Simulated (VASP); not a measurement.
Here is a VASP 6.6.1 calculation.

POSCAR

```
SiH4CSO
1.0
    8.8044230000      0.0000000000      0.0000000000
    0.0000000000      8.8044230000      0.0000000000
    0.0000000000      0.0000000000      8.8044230000
O C S Si H
3 3 3 3 12
Direct
    0.4006963318      0.6149182065     -0.1741851794
    0.7520538257      0.3487678863      0.2937955162
    0.9025917996      0.4439927523      0.0221479590
    0.4071249189      0.5680213229     -0.0479304550
    0.6893694226      0.2541109168      0.2150850771
    0.9002407086      0.5794928299      0.0264526136
    0.3890771718      0.4791341806      0.0979053369
    0.6280706867      0.1173841829      0.1284695204
    0.9122460382      0.7507703798      0.0553471818
    0.7762689276      0.9324631495      0.6227097449
    0.3107529023      0.0751894815      0.5463958286
    0.0738378881      0.5331752007      0.6097162756
    0.8666666742      1.0383076779      0.5363440625
    0.7242609766      0.7946687705      0.5341746983
    0.8775134952      0.8937894056      0.7403665181
    0.6198134733      1.0085499072      0.6516497447
    0.2317357992     -0.0687608944      0.4673332937
    0.4357468968     -0.0353345131      0.6365550587
    0.3933023209      0.1531616552      0.4317489062
    0.2108599280      0.1571369299      0.6762283003
    0.0586523387      0.4495240631      0.7448642574
    0.2221951399      0.4850062293      0.5261900751
   -0.0735085082      0.5109931679      0.5034515039
    0.1137723619      0.6902212672      0.6291156161
```

File INCAR.step1:

```
SYSTEM = SiH4CSO
PREC = Accurate
ENCUT = 520
ISMEAR = -1
SIGMA = 0.05
LREAL = Auto
LASPH = .TRUE.
NELM = 60
NBANDS = 54
GGA = PE
ALGO = Normal
EDIFF = 1E-4
LWAVE = .TRUE.
LCHARG = .FALSE.
```

Contents of INCAR.step2:

```
SYSTEM = SiH4CSO
PREC = Accurate
ENCUT = 520
EDIFF = 1E-7
ISMEAR = -1
SIGMA = 0.05
LREAL = Auto
LASPH = .TRUE.
NELM = 60
ALGO = Normal
ISIF = 2
LWAVE = .FALSE.
LCHARG = .TRUE.
METAGGA = R2SCAN
LMIXTAU = .TRUE.
IVDW = 12
VDW_S6 = 1.0
VDW_S8 = 0.78981345
VDW_A1 = 0.49484001
VDW_A2 = 5.73083694
LELF = .TRUE.
LVHAR = .TRUE.
NBANDS = 54
ISTART = 1
```

File KPOINTS:

```
Automatic mesh
0
G
  1 1 1
  0 0 0
```

Potentials or basis: VASP PAW PBE potentials, release 64 (O, C, S, Si, H).

Launch:

```console
$ cat potpaw_PBE.64/O/POTCAR potpaw_PBE.64/C/POTCAR potpaw_PBE.64/S/POTCAR potpaw_PBE.64/Si/POTCAR potpaw_PBE.64/H/POTCAR > POTCAR
$ cp INCAR.step1 INCAR
$ mpirun -np 1 vasp_gam > vasp.out
$ cp INCAR.step2 INCAR
$ mpirun -np 1 vasp_gam > vasp.out
```

Task: Predict the largest force.

Result: 5.468 eV/Å.

Task: Predict the pressure.

Result: -0.8 GPa.

Stress tensor (GPa, compression positive):
```
-1.43  0.27 -0.58
 0.27 -0.99 -1.32
-0.58 -1.32 -0.08
```

Caveat: the k points lie up to 0.71 Å⁻¹ apart; the atoms stand as in a frame of molecular dynamics; the PAW data sets were made with another functional, which shifts forces and pressure a little.
